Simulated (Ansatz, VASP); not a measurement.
PbS in VASP and in Ansatz

```
CELL_PARAMETERS angstrom
2.96468 -2.96468 -0.00001
2.96468 2.96468 -0.00001
-2.08561 0.00000 22.16129
ATOMIC_POSITIONS crystal
Pb 0.73732 0.71713 0.93524
Pb 0.28287 0.26268 0.06476
S 0.24081 0.22040 0.94488
S 0.77960 0.75919 0.05512
```

Alike in both runs: task single point; functional PBE; k mesh 6 × 6 × 2; no spin polarisation.

|  | VASP | Ansatz |
| --- | --- | --- |
| version | VASP 6.6.1 | Ansatz 0.2.0 |
| potentials or method | VASP PAW PBE potentials, release 64 (Pb_d, S) | plane waves, PAW |
| plane-wave cutoff (eV) | 520 | 420 |
| occupations | gaussian, width 0.01 eV | fixed |
| valence electrons in the cell | 40 | 40 |

|  | VASP | Ansatz | Ansatz less VASP |
| --- | --- | --- | --- |
| gap on the k mesh at the Fermi level (eV) | 2.00 | 2.00 | -0.002 |
| rms of the force components (eV/Å) | 0.108 | 0.109 | +0.0011 |

Atom by atom the forces differ by 0.003 eV/Å (rms over components).

Neither program's run includes spin-orbit coupling.
